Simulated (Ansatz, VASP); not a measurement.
**Cd2Se5: VASP beside Ansatz**

```xyz
7
Lattice="4.4562 0.0000 0.0000 0.0000 4.4562 0.0000 0.0000 0.0000 10.0262" Properties=species:S:1:pos:R:3 pbc="T T T"
Cd    0.0000    0.0000    6.3678
Cd    0.0000    0.0000    3.6584
Se    0.0000    2.2281    8.2427
Se    2.2281    0.0000    8.2427
Se    0.0000    2.2281    1.7834
Se    2.2281    0.0000    1.7834
Se    0.0000    0.0000    0.0000
```

Alike in both runs: functional PBE; k mesh 3 × 3 × 2; occupations gaussian, width 0.2 eV; no spin polarisation.

Ansatz relaxed the structure, and its values are those at the end. VASP's run is a single point on that final structure, the one shown.

|  | VASP | Ansatz |
| --- | --- | --- |
| version | VASP 6.6.1 | Ansatz 0.2.0 |
| potentials or method | VASP PAW PBE potentials, release 64 (Cd, Se), cutoff 500 eV | scalar-relativistic, plane waves, PAW |
| valence electrons in the cell | 54 | 120 |

```tsv
	VASP	Ansatz	Ansatz less VASP
gap on the k mesh at the Fermi level (eV)	none	none	-
pressure (GPa)	0.4	0.3	-0.11
rms of the force components (eV/Å)	0.011	0.008	-0.0027
```

A gap of «none» marks a metal or a gap that the smearing closes. VASP's potentials hold 54 valence electrons a cell and Ansatz's 120, so a difference there can come from the potentials and not from the codes.

The k mesh is coarse, so the values compare programs but aren't converged.
